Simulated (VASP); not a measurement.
Si2Mo, 3 atoms in the cell. The structure is orthorhombic, space group Fmm2 (No. 42). Conventional cell: a = 4.549 Å, b = 7.873 Å, c = 4.549 Å, α = 90.00°, β = 90.00°, γ = 90.00°. Si (site symmetry m) has 5 Mo at 2.58 to 2.65 Å and 9 Si at 2.60 to 3.22 Å within 3.4 Å. Mo (site symmetry mm2) has 10 Si at 2.58 to 2.65 Å and 4 Mo at 3.22 Å within 3.4 Å.  This cell differs from its parent crystal: atoms displaced along a vibrational mode.

* Program: VASP 6.6.1
* Task: single point
* Functional: PBE
* Potentials or basis: VASP PAW PBE potentials, release 64 (Si, Mo_sv)
* Cutoff: 520 eV
* k mesh: 20 × 20 × 20
* Occupations: gaussian, width 0.15 eV
* Spin: no spin polarisation
* Dipole correction: no
* Further INCAR settings: ALGO = Fast; EDIFF = 1e-06; NBANDS = 18

Potentials or basis: VASP PAW PBE potentials, release 64 (Si, Mo_sv).

Command:

```sh
$ cat potpaw_PBE.64/Si/POTCAR potpaw_PBE.64/Mo_sv/POTCAR > POTCAR
$ mpirun -np 1 vasp_std > vasp.out
```

Hardware: 1 thread of Oxide Virtual Turin-like Processor, on a shared host.

Problem. How long does it take, and how much memory?

Solution. It took 33 min on 1 thread of Oxide Virtual Turin-like Processor, with other jobs on the host, peak memory 0.84 GiB. Counts: scf iterations 15, k points 1166.
